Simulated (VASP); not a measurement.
Here is a VASP 6.6.1 calculation.

The input INCAR:

```
SYSTEM = CdI2
PREC = Accurate ; ENCUT = 500
EDIFF = 1E-6 ; ISMEAR = 0
SIGMA = 0.05 ; LREAL = .False.
LASPH = .True. ; NELM = 120
ALGO = Normal ; ISIF = 2
LWAVE = .False. ; LCHARG = .False.
GGA = PE ; IVDW = 12
NBANDS = 20 ; GGA_COMPAT = .False.
```

File KPOINTS:

```
Automatic mesh
0
Gamma
  9 9 4
  0 0 0
```

Contents of POSCAR:

```
CdI2
1.0
    4.4561991755      0.0000000000      0.0000000000
   -2.2280995877      3.8591816903      0.0000000000
    0.0000000000      0.0000000000      6.5160500000
Cd I
1 2
Direct
    0.0000000000      0.0000000000      0.0000000000
    0.3333333333      0.6666666667      0.2492000000
    0.6666666667      0.3333333333      0.7508000000
```

Potentials or basis: VASP PAW PBE potentials, release 64 (Cd, I).

Launch:

```sh
$ cat potpaw_PBE.64/Cd/POTCAR potpaw_PBE.64/I/POTCAR > POTCAR
$ mpirun -np 1 vasp_std > vasp.out
```

(1) Predict the pressure.

(2) Predict the dispersion energy per atom.

(3) What does it give for the largest force?

## Answers

(1) -1.2 GPa.

(2) -0.315 eV.

(3) 0.068 eV/Å.

Caveat: the cell differs from its parent crystal (strain +0.050 along x and y, -0.050 along z).
